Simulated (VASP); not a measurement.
# La (Im-3m) in VASP: a series of runs, part 2 of 2

VASP 6.6.1. Earlier steps stand in the parts before.

## Step 4: Single point, PBE

This run uses another cell than the first one, of 36.30 Å³/atom.

The input, INCAR:

```
  PREC = Accurate
  ENCUT = 520
  EDIFF = 1E-7
  ISMEAR = -1
  SIGMA = 0.06122561905347299
  LREAL = False
  LASPH = True
  NELM = 100
  ALGO = Normal
  ISIF = 2
  LWAVE = False
  LCHARG = False
  GGA = PE
  NBANDS = 12
```

The input, KPOINTS:

```
regular mesh
0
Gamma
  18 18 18
```

The input, POSCAR:

```
La
1.0
   -2.0858305957      2.0858305957      2.0858305957
    2.0858305957     -2.0858305957      2.0858305957
    2.0858305957      2.0858305957     -2.0858305957
La
1
Direct
    0.0000000000      0.0000000000      0.0000000000
```

Potentials or basis: VASP PAW PBE potentials, release 64 (La).

Launch:

```bash
$ cat potpaw_PBE.64/La/POTCAR > POTCAR
$ mpirun -np 1 vasp_std > vasp.out
```

OUTCAR:

```text
PREC = Accurate
   ENCUT = 520
   EDIFF = 1E-7
   ISMEAR = -1
   LREAL = False
   LASPH = True
   NELM = 100
   ISIF = 2
   GGA = PE

 ion  position               nearest neighbor table
   1  0.000  0.000  0.000-

  LATTYP: Found a body centered cubic cell.
 ALAT       =     4.1716611914

  Lattice vectors:

 A1 = (  -2.0858305957,   2.0858305957,   2.0858305957)
 A2 = (   2.0858305957,  -2.0858305957,   2.0858305957)
 A3 = (   2.0858305957,   2.0858305957,  -2.0858305957)

Analysis of symmetry for initial positions (statically):
=====================================================================
 Subroutine PRICEL returns:
 Original cell was already a primitive cell.

 Routine SETGRP: Setting up the symmetry group for a
 body centered cubic supercell.

 Subroutine GETGRP returns: Found 48 space group operations
 (whereof 48 operations were pure point group operations)
 out of a pool of 48 trial point group operations.

The static configuration has the point symmetry O_h .

Analysis of symmetry for dynamics (positions and initial velocities):
=====================================================================
 Subroutine PRICEL returns:
 Original cell was already a primitive cell.

 Routine SETGRP: Setting up the symmetry group for a
 body centered cubic supercell.

 Subroutine GETGRP returns: Found 48 space group operations
 (whereof 48 operations were pure point group operations)
 out of a pool of 48 trial point group operations.

The dynamic configuration has the point symmetry O_h .

 Subroutine INISYM returns: Found 48 space group operations
 (whereof 48 operations are pure point group operations),
 and found     1 'primitive' translations

----------------------------------------------------------------------------------------

                                     Primitive cell
[... 107 lines left out ...]
   IMIX   =      4    mixing-type and parameters
     AMIX     =   0.40;   BMIX     =  1.00
     AMIX_MAG =   1.60;   BMIX_MAG =  1.00
  volume/ion in A,a.u.               =      36.30       244.96
  Fermi-wavevector in a.u.,A,eV,Ry     =   1.099613  2.077968 16.451480  1.209150
  Thomas-Fermi vector in A             =   2.236011
   LORBIT       =      0    0 simple, 1 ext, 2 COOP (PROOUT), +10 PAW based schemes
   GGA     = PE    functional components
   LHFCALC =     F    Hartree Fock is set to
   AEXX    =    0.0000 exact exchange contribution
   IVDW    =     0    specifies the selected vdW correction
   LEPSILON=     F    determine dielectric tensor
   LRPA    =     F    only Hartree local field effects (RPA)
 non-spin polarized calculation
  energy-cutoff  :      520.00
  volume of cell :       36.30
 maximum number of plane-waves:       992
   NGX = 13   NGY = 13   NGZ = 13

 number of electron      11.0000002 magnetization

 Free energy of the ion-electron system (eV)
  ---------------------------------------------------
  ext. energy  EPLUGINS =         0.00000000
  ---------------------------------------------------
  free energy    TOTEN  =        -4.76961983 eV

  energy without entropy =       -4.73222204  energy(sigma->0) =       -4.75092093

 E-fermi :   8.0768     XC(G=0):  -9.6544

 val. band max:        8.0765250989   @ k =  -0.3889  -0.4444   0.1111
 cond. band min:       8.0819966540   @ k =   0.2222   0.2222   0.0556
 fundamental gap:      0.0054715551
 Fermi energy:         8.0768431939

 k-point     1 :       0.0000    0.0000    0.0000
  band No.  band energies     occupation
      1     -24.7765      2.00000
      2      -7.7153      2.00000
      3      -7.7153      2.00000
      4      -7.7153      2.00000
      5       4.9228      2.00000
      6       9.5894      0.00000
      7       9.5894      0.00000
      8       9.5894      0.00000
      9       9.6267      0.00000
     10       9.6267      0.00000
     11       9.6267      0.00000
     12      10.4034      0.00000
[... 331 lines left out ...]
 k-point    24 :       0.3889    0.1111    0.0000
  band No.  band energies     occupation
      1     -24.5479      2.00000
      2      -9.0948      2.00000
      3      -8.2208      2.00000
      4      -7.8025      2.00000
      5       6.5545      2.00000
      6       7.9563      1.75485
      7       9.5053      0.00000
      8       9.6930      0.00000
      9       9.9838      0.00000
     10      10.2257      0.00000
     11      10.2691      0.00000
     12      10.3537      0.00000

 [... further k-points ...]
[... 5 lines left out ...]
  --------------------------------------------------------------------------------------
  -------------------------------------------------------------------------------------
  Total        0.2661560      0.2661560      0.2661560      0.0000000     -0.0000000      0.0000000
  in kB       11.7476157     11.7476157     11.7476157      0.0000000     -0.0000000      0.0000000
  external PRESSURE =      11.7476157 kB  Pullay stress =       0.0000000 kB

 VOLUME and BASIS-vectors are now :
 -----------------------------------------------------------------------------
  energy-cutoff  :      520.00
  volume of cell :       36.30
      direct lattice vectors                 reciprocal lattice vectors
    -2.085830596  2.085830596  2.085830596     0.000000000  0.239712660  0.239712660
     2.085830596 -2.085830596  2.085830596     0.239712660  0.000000000  0.239712660
     2.085830596  2.085830596 -2.085830596     0.239712660  0.239712660  0.000000000

 POSITION                                       TOTAL-FORCE (eV/Angst)
 -----------------------------------------------------------------------------------
      0.00000      0.00000      0.00000         0.000000      0.000000      0.000000
 -----------------------------------------------------------------------------------
    total drift:                                0.000000      0.000000      0.000000

  FREE ENERGIE OF THE ION-ELECTRON SYSTEM (eV)
  ---------------------------------------------------
  free  energy   TOTEN  =        -4.7696198264 eV

  energy  without entropy=       -4.7322220373  energy(sigma->0) =       -4.75092093
```

stdout:

```text
POSCAR found type information on POSCAR La
 POSCAR found :  1 types and       1 ions
 scaLAPACK will be used
 LDA part: xc-table for (Slater+PW92), standard interpolation
 POSCAR, INCAR and KPOINTS ok, starting setup
 FFT: planning ... GRIDC
 FFT: planning ... GRID_SOFT
 FFT: planning ... GRID
 WAVECAR not read
 entering main loop
```

Run time: 90 s. Hardware: 1 thread of Intel Xeon Platinum 8488C (Sapphire Rapids), shared host; peak memory 0.24 GiB.

Results:

```yaml
Free_energy: -4.7696 eV
Pressure: 1.2 GPa
Band_gap_on_the_k_mesh: zero (an odd number of electrons rules out a gap without spin polarisation)
```

Caveat: spin-orbit coupling is left out, which moves the levels of the heavy elements.

## Step 5: Single point, PBE

This run uses another cell than the first one, of 37.06 Å³/atom.

The input, INCAR:

```
SYSTEM = La
PREC = Accurate ; ENCUT = 520
EDIFF = 1E-6 ; ISMEAR = -1
SIGMA = 0.06122561905347299 ; LREAL = .FALSE.
LASPH = .TRUE. ; NELM = 80
ALGO = Normal ; ISIF = 2
LWAVE = .FALSE. ; LCHARG = .TRUE.
GGA = PE ; LELF = .TRUE.
LVHAR = .TRUE. ; NBANDS = 12
```

The input, KPOINTS:

```
Automatic mesh
0
G
  18 18 18
  0 0 0
```

The input, POSCAR:

```
La
1.0
   -2.1002160889      2.1002160889      2.1002160889
    2.1002160889     -2.1002160889      2.1002160889
    2.1002160889      2.1002160889     -2.1002160889
La
1
Direct
    0.0000000000      0.0000000000      0.0000000000
```

Potentials or basis: VASP PAW PBE potentials, release 64 (La).

Launch:

```bash
$ cat potpaw_PBE.64/La/POTCAR > POTCAR
$ mpirun -np 1 vasp_std > vasp.out
```

OUTCAR:

```text
SYSTEM = La
   PREC = Accurate
   ENCUT = 520
   EDIFF = 1E-6
   ISMEAR = -1
   LREAL = .FALSE.
   LASPH = .TRUE.
   NELM = 80
   ISIF = 2
   GGA = PE

 ion  position               nearest neighbor table
   1  0.000  0.000  0.000-

  LATTYP: Found a body centered cubic cell.
 ALAT       =     4.2004321778

  Lattice vectors:

 A1 = (  -2.1002160889,   2.1002160889,   2.1002160889)
 A2 = (   2.1002160889,  -2.1002160889,   2.1002160889)
 A3 = (   2.1002160889,   2.1002160889,  -2.1002160889)

Analysis of symmetry for initial positions (statically):
=====================================================================
 Subroutine PRICEL returns:
 Original cell was already a primitive cell.

 Routine SETGRP: Setting up the symmetry group for a
 body centered cubic supercell.

 Subroutine GETGRP returns: Found 48 space group operations
 (whereof 48 operations were pure point group operations)
 out of a pool of 48 trial point group operations.

The static configuration has the point symmetry O_h .

Analysis of symmetry for dynamics (positions and initial velocities):
=====================================================================
 Subroutine PRICEL returns:
 Original cell was already a primitive cell.

 Routine SETGRP: Setting up the symmetry group for a
 body centered cubic supercell.

 Subroutine GETGRP returns: Found 48 space group operations
 (whereof 48 operations were pure point group operations)
 out of a pool of 48 trial point group operations.

The dynamic configuration has the point symmetry O_h .

 Subroutine INISYM returns: Found 48 space group operations
 (whereof 48 operations are pure point group operations),
 and found     1 'primitive' translations

----------------------------------------------------------------------------------------

                                     Primitive cell

  volume of cell :      37.0554

  direct lattice vectors                    reciprocal lattice vectors
    -2.100216089  2.100216089  2.100216089     0.000000000  0.238070741  0.238070741
     2.100216089 -2.100216089  2.100216089     0.238070741  0.000000000  0.238070741
     2.100216089  2.100216089 -2.100216089     0.238070741  0.238070741  0.000000000

  length of vectors
     3.637680973  3.637680973  3.637680973     0.336682870  0.336682870  0.336682870

  position of ions in fractional coordinates (direct lattice)
     0.000000000  0.000000000  0.000000000

  ion indices of the primitive-cell ions
   primitive index   ion index
                 1           1

----------------------------------------------------------------------------------------

 KPOINTS: Automatic mesh

Automatic generation of k-mesh.
 Grid dimensions read from file:
 generate k-points for:   18   18   18

 Generating k-lattice:

  Cartesian coordinates                     Fractional coordinates (reciprocal lattice)
     0.000000000  0.013226152  0.013226152     0.055555556  0.000000000  0.000000000
     0.013226152  0.000000000  0.013226152     0.000000000  0.055555556  0.000000000
     0.013226152  0.013226152  0.000000000     0.000000000  0.000000000  0.055555556

  Length of vectors
     0.018704604  0.018704604  0.018704604

  Shift w.r.t. Gamma in fractional coordinates (k-lattice)
     0.000000000  0.000000000  0.000000000

 Subroutine IBZKPT returns following result:
 ===========================================

 Found    195 irreducible k-points:

 Following reciprocal coordinates:
            Coordinates               Weight
  0.000000  0.000000  0.000000      1.000000
  0.055556  0.000000  0.000000     12.000000
  0.111111  0.000000  0.000000     12.000000
  0.166667  0.000000  0.000000     12.000000
  0.222222  0.000000  0.000000     12.000000
  0.277778  0.000000  0.000000     12.000000
[... 16 lines left out ...]
  0.333333  0.111111 -0.000000     48.000000
  0.388889  0.111111  0.000000     48.000000
 [... further k-points ...]
   k-points           NKPTS =    195   k-points in BZ     NKDIM =    195   number of bands    NBANDS=     12
   number of dos      NEDOS =    301   number of ions     NIONS =      1
   total plane-waves  NPLWV =  21952
   dimension x,y,z NGX =    28 NGY =   28 NGZ =   28
   dimension x,y,z NGXF=    56 NGYF=   56 NGZF=   56
   ions per type =               1
   NGX,Y,Z   is equivalent  to a cutoff of  12.80, 12.80, 12.80 a.u.
   NGXF,Y,Z  is equivalent  to a cutoff of  25.59, 25.59, 25.59 a.u.
 SYSTEM =  La
   PREC   = accura    normal or accurate (medium, high low for compatibility)
   ISTART =      0    job   : 0-new  1-cont  2-samecut
   ICHARG =      2    charge: 1-file 2-atom 10-const
   ISPIN  =      1    spin polarized calculation?
   LNONCOLLINEAR =      F non collinear calculations
   LSORBIT =      F    spin-orbit coupling
   LASPH  =      T    aspherical Exc in radial PAW
   ENCUT  =  520.0 eV  38.22 Ry    6.18 a.u.   6.76  6.76  6.76*2*pi/ulx,y,z
   NELM   =     80;   NELMIN=  2; NELMDL= -5     # of ELM steps
   EDIFF  = 0.1E-05   stopping-criterion for ELM
   LREAL  =      F    real-space projection
   EDIFFG = 0.1E-04   stopping-criterion for IOM
   NSW    =      0    number of steps for IOM
   IBRION =     -1    ionic relax: 0-MD 1-quasi-New 2-CG
   NFREE  =      0    steps in history (QN), initial steepest desc. (CG)
   ISIF   =      2    stress and relaxation
   ISYM   =      2    0-nonsym 1-usesym 2-fastsym
   POTIM  = 0.5000    time-step for ionic-motion
   TEBEG  =    0.0;   TEEND  =   0.0 temperature during run
   PSTRESS=    0.0 pullay stress
   NELECT =      11.0000    total number of electrons
   NUPDOWN=      -1.0000    fix difference up-down
   EMIN   =  10.00;   EMAX   =-10.00  energy-range for DOS
   EFERMI =   0.00;   METHOD = LEGACY
   ISMEAR =    -1;   SIGMA  =   0.06  broadening in eV -4-tet -1-fermi 0-gaus
   EFERMI_NEDOS =   21; number of points for ismear=-14 and -15
   IALGO  =     38    algorithm
   IMIX   =      4    mixing-type and parameters
     AMIX     =   0.40;   BMIX     =  1.00
     AMIX_MAG =   1.60;   BMIX_MAG =  1.00
  volume/ion in A,a.u.               =      37.06       250.06
  Fermi-wavevector in a.u.,A,eV,Ry     =   1.092082  2.063735 16.226882  1.192642
  Thomas-Fermi vector in A             =   2.228340
   LORBIT       =      0    0 simple, 1 ext, 2 COOP (PROOUT), +10 PAW based schemes
   GGA     = PE    functional components
   LHFCALC =     F    Hartree Fock is set to
   AEXX    =    0.0000 exact exchange contribution
   IVDW    =     0    specifies the selected vdW correction
   LEPSILON=     F    determine dielectric tensor
   LRPA    =     F    only Hartree local field effects (RPA)
 non-spin polarized calculation
  energy-cutoff  :      520.00
  volume of cell :       37.06
 maximum number of plane-waves:      1012
   NGX = 13   NGY = 13   NGZ = 13

 number of electron      11.0000001 magnetization

 Free energy of the ion-electron system (eV)
  ---------------------------------------------------
  ext. energy  EPLUGINS =         0.00000000
  ---------------------------------------------------
  free energy    TOTEN  =        -4.77387585 eV

  energy without entropy =       -4.73602992  energy(sigma->0) =       -4.75495289

 E-fermi :   7.8837     XC(G=0):  -9.5705

 val. band max:        7.8835132442   @ k =  -0.3889  -0.4444   0.1111
 cond. band min:       7.8895399966   @ k =   0.3333   0.2222  -0.0000
 fundamental gap:      0.0060267524
 Fermi energy:         7.8837336320

 k-point     1 :       0.0000    0.0000    0.0000
  band No.  band energies     occupation
      1     -25.0023      2.00000
      2      -7.9829      2.00000
      3      -7.9829      2.00000
      4      -7.9829      2.00000
      5       4.7076      2.00000
      6       9.3721      0.00000
      7       9.3721      0.00000
      8       9.3721      0.00000
      9       9.4023      0.00000
     10       9.4023      0.00000
     11       9.4023      0.00000
     12      10.1456      0.00000

 k-point     2 :       0.0556    0.0000    0.0000
  band No.  band energies     occupation
      1     -24.9961      2.00000
      2      -8.0306      2.00000
      3      -7.9967      2.00000
      4      -7.9835      2.00000
      5       4.8067      2.00000
      6       9.1625      0.00000
      7       9.1637      0.00000
      8       9.3984      0.00000
      9       9.4100      0.00000
     10       9.5695      0.00000
     11       9.5727      0.00000
     12      10.1389      0.00000
[... 316 lines left out ...]
 k-point    24 :       0.3889    0.1111    0.0000
  band No.  band energies     occupation
      1     -24.7916      2.00000
      2      -9.2830      2.00000
      3      -8.4596      2.00000
      4      -8.0640      2.00000
      5       6.3776      2.00000
      6       7.7737      1.71564
      7       9.2661      0.00000
      8       9.4612      0.00000
      9       9.7406      0.00000
     10       9.9672      0.00000
     11      10.0167      0.00000
     12      10.0980      0.00000

 [... further k-points ...]
[... 5 lines left out ...]
  --------------------------------------------------------------------------------------
  -------------------------------------------------------------------------------------
  Total        0.1309676      0.1309676      0.1309676     -0.0000000     -0.0000000      0.0000000
  in kB        5.6626852      5.6626852      5.6626852     -0.0000000     -0.0000000      0.0000000
  external PRESSURE =       5.6626852 kB  Pullay stress =       0.0000000 kB

 VOLUME and BASIS-vectors are now :
 -----------------------------------------------------------------------------
  energy-cutoff  :      520.00
  volume of cell :       37.06
      direct lattice vectors                 reciprocal lattice vectors
    -2.100216089  2.100216089  2.100216089     0.000000000  0.238070741  0.238070741
     2.100216089 -2.100216089  2.100216089     0.238070741  0.000000000  0.238070741
     2.100216089  2.100216089 -2.100216089     0.238070741  0.238070741  0.000000000

 POSITION                                       TOTAL-FORCE (eV/Angst)
 -----------------------------------------------------------------------------------
      0.00000      0.00000      0.00000        -0.000000     -0.000000     -0.000000
 -----------------------------------------------------------------------------------
    total drift:                                0.000000     -0.000000     -0.000000

  FREE ENERGIE OF THE ION-ELECTRON SYSTEM (eV)
  ---------------------------------------------------
  free  energy   TOTEN  =        -4.7738758509 eV

  energy  without entropy=       -4.7360299250  energy(sigma->0) =       -4.75495289
```

stdout:

```text
POSCAR found type information on POSCAR La
 POSCAR found :  1 types and       1 ions
 scaLAPACK will be used
 LDA part: xc-table for (Slater+PW92), standard interpolation
 POSCAR, INCAR and KPOINTS ok, starting setup
 FFT: planning ... GRIDC
 FFT: planning ... GRID_SOFT
 FFT: planning ... GRID
 WAVECAR not read
 entering main loop
```

Wall time 72 s (1 thread of Intel Xeon Platinum 8488C (Sapphire Rapids), shared host); peak memory 0.24 GiB.

What came out:

```
Free energy            : -4.7739 eV
Pressure               : 0.6 GPa
Band gap on the k mesh : zero (an odd number of electrons rules out a gap without spin polarisation)
```

Caveat: spin-orbit coupling is left out, which moves the levels of the heavy elements.

## Step 6: Overview

```tsv
cell	gap on the mesh (eV)	pressure (GPa)
a = 3.587 Å, angles 109.5°, 1 atom	none	1.8
a = 3.613 Å, angles 109.5°, 1 atom	none	1.2
a = 3.638 Å, angles 109.5°, 1 atom	none	0.6
```

Alike in all rows: task single point; level PBE; potentials or basis VASP PAW PBE potentials, release 64 (La); no spin polarisation; k mesh 18 × 18 × 18; cutoff (eV) 520; smearing fermi-dirac 0.0612256 eV.

Caveats: spin-orbit coupling is left out, which moves the levels of the heavy elements.

Total energies depend on the potentials used, so only differences within one code and one set of settings carry meaning.
